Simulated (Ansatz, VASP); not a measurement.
## One calculation of In3Se, two programs

Contents of POSCAR:

```
In3Se
1.0
    4.8037580000      0.0000000000      0.0000000000
    0.0000000000      4.8037580000      0.0000000000
    0.0000000000      0.0000000000      4.8037580000
In Se
3 1
Direct
    0.5000000000      0.5000000000      0.0000000000
    0.5000000000      0.0000000000      0.5000000000
    0.0000000000      0.5000000000      0.5000000000
    0.0000000000      0.0000000000      0.0000000000
```

Contents of INCAR.step1:

```
SYSTEM = In3Se
PREC = Accurate
ENCUT = 520
ISMEAR = -1
SIGMA = 0.05
LREAL = .FALSE.
LASPH = .TRUE.
NELM = 80
NBANDS = 30
GGA = PE
ALGO = Normal
EDIFF = 1E-4
LWAVE = .TRUE.
LCHARG = .FALSE.
```

INCAR.step2

```
SYSTEM = In3Se
PREC = Accurate
ENCUT = 520
EDIFF = 1E-6
ISMEAR = -1
SIGMA = 0.05
LREAL = .FALSE.
LASPH = .TRUE.
NELM = 80
ALGO = Normal
ISIF = 2
LWAVE = .FALSE.
LCHARG = .TRUE.
METAGGA = R2SCAN
LMIXTAU = .TRUE.
LELF = .TRUE.
LVHAR = .TRUE.
NBANDS = 30
ISTART = 1
```

File KPOINTS:

```
regular mesh
0
G
  3 3 3
  0 0 0
```

Contents of input.yaml:

```yaml
crystal:
  lattice:
    - [4.803758, 0.0, 0.0]
    - [0.0, 4.803758, 0.0]
    - [0.0, 0.0, 4.803758]
  atoms:
    - { symbol: In, position: [0.5, 0.5, 0.0] }
    - { symbol: In, position: [0.5, 0.0, 0.5] }
    - { symbol: In, position: [0.0, 0.5, 0.5] }
    - { symbol: Se, position: [0.0, 0.0, 0.0] }
hamiltonian:
  xc: r2scan
  pseudopotentials: { kind: paw }
kpoints:
  mp_grid: { grid: [3, 3, 3] }
scf:
  occupations: { method: fermi_dirac, width: 0.05 }
  n_extra_bands: 10
output:
  forces: true
  stress: true
  eigenvalues: true
  dos: { projected: true, de: 0.05, nscf_kmesh: { grid: [5, 5, 5] } }
```

Alike in both runs: functional r2SCAN; k mesh 3 × 3 × 3; occupations fermi-dirac, width 0.05 eV; no spin polarisation.

|  | VASP | Ansatz |
| --- | --- | --- |
| version | VASP 6.6.1 | Ansatz 0.2.0 |
| potentials or method | VASP PAW PBE potentials, release 64 (In_d, Se) | Ansatz PAW |
| plane-wave cutoff (eV) | 520 | 500 |
| valence electrons in the cell | 45 | 55 |
| task | single point | projected density of states |

Ansatz gave:

```
gap on the k mesh at the Fermi level (eV) : none
pressure (GPa)                            : -0.9
```

**Question.** Which values does VASP return?

**Answer.** gap on the k mesh at the Fermi level (eV): none; pressure (GPa): -1.0.

VASP's potentials were made for PBE, not for r2SCAN. A gap of «none» marks a metal or a gap that the smearing closes. VASP's potentials hold 45 valence electrons a cell and Ansatz's 55, so a difference there can come from the potentials and not from the codes.

The k mesh is coarse, so the values compare programs but aren't converged.
